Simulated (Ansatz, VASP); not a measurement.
Ni in VASP and in Ansatz

```
Ni
1.0
     0.00000    1.71236    1.71236
     1.71236    0.00000    1.71236
     1.71236    1.71236    0.00000
Ni
1
Direct
  0.00000 0.00000 0.00000
```

Alike in both runs: functional LDA; k mesh 18 × 18 × 18; occupations fermi-dirac, width 0.08 eV; collinear spin.

Ansatz relaxed the structure, and its values are those at the end. VASP's run is a single point on that final structure, the one shown.

|  | VASP | Ansatz |
| --- | --- | --- |
| version | VASP 6.6.1 | Ansatz 0.2.0 |
| potentials or method | VASP PAW LDA potentials, release 64 (Ni) | PAW with Ansatz's default frozen-core files, scalar-relativistic |
| plane-wave cutoff (eV) | 520 | 420 |
| valence electrons in the cell | 10 | 18 |

|  | VASP | Ansatz | Ansatz less VASP |
| --- | --- | --- | --- |
| pressure (GPa) | -0.2 | 0.0 | +0.16 |
| net moment per atom (μB) | 0.58 | 0.60 | +0.016 |
| size of the moment on the site where the two differ most (μB) | 0.58 | 0.62 | +0.041 |

LDA's correlation is that of Perdew and Zunger in VASP and of Perdew and Wang (1992) in Ansatz. Site moments also hang on the region over which each program counts them. VASP's potentials hold 10 valence electrons a cell and Ansatz's 18, so a difference there can come from the potentials and not from the codes.
